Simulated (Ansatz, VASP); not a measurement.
**Two plane-wave programs on C**

The input INCAR:

```
SYSTEM = C
PREC = Accurate
ENCUT = 520
EDIFF = 1E-6
ISMEAR = 0
SIGMA = 0.05
LREAL = .FALSE.
LASPH = .TRUE.
NELM = 100
ALGO = Normal
ISIF = 2
LWAVE = .FALSE.
LCHARG = .FALSE.
GGA = PE
NBANDS = 11
```

Contents of KPOINTS:

```
regular mesh
0
G
  12 12 12
  0 0 0
```

POSCAR

```
C
1.0
    0.0000000000      2.0224671890      1.8483474972
    1.4867142913      0.0000000000      1.8483474972
    1.4867142913      2.0224671890      0.0000000000
C
2
Direct
    0.5000000000      0.5000000000      0.5000000000
    0.7500000000      0.7500000000      0.7500000000
```

Input for Ansatz:

```yaml
crystal:
  lattice:
    - [0.0, 2.022467189, 1.8483474972]
    - [1.4867142913, 0.0, 1.8483474972]
    - [1.4867142913, 2.022467189, 0.0]
  atoms:
    - { symbol: C, position: [0.5, 0.5, 0.5] }
    - { symbol: C, position: [0.75, 0.75, 0.75] }
basis:
  ecutwfc: 520.0
kpoints:
  mp_grid: { grid: [12, 12, 12] }
hamiltonian:
  xc: pbe
  pseudopotentials: { kind: paw, azcp: { folder: soft_1 } }
scf:
  occupations: { method: gaussian, width: 0.05 }
output:
  forces: true
  stress: true
  eigenvalues: true
```

Change from the starting cell: strain +e along x and -e along y -0.1500, strain +e along z and -e/2 along x and y +0.0350.

Alike in both runs: task single point; functional PBE; k mesh 12 × 12 × 12; occupations gaussian, width 0.05 eV; no spin polarisation.

|  | VASP | Ansatz |
| --- | --- | --- |
| version | VASP 6.6.1 | Ansatz 0.2.0 |
| potentials or method | VASP PAW PBE potentials, release 64 (C), cutoff 520 eV | scalar-relativistic, plane waves, PAW |
| valence electrons in the cell | 8 | 8 |

```tsv
	VASP	Ansatz	Ansatz less VASP
gap on the k mesh at the Fermi level (eV)	none	none	-
pressure (GPa)	12.5	11.9	-0.59
traceless stress, the component that is largest in VASP (GPa)	-122.77	-122.80	-0.024
```

A gap of «none» marks a metal or a gap that the smearing closes.
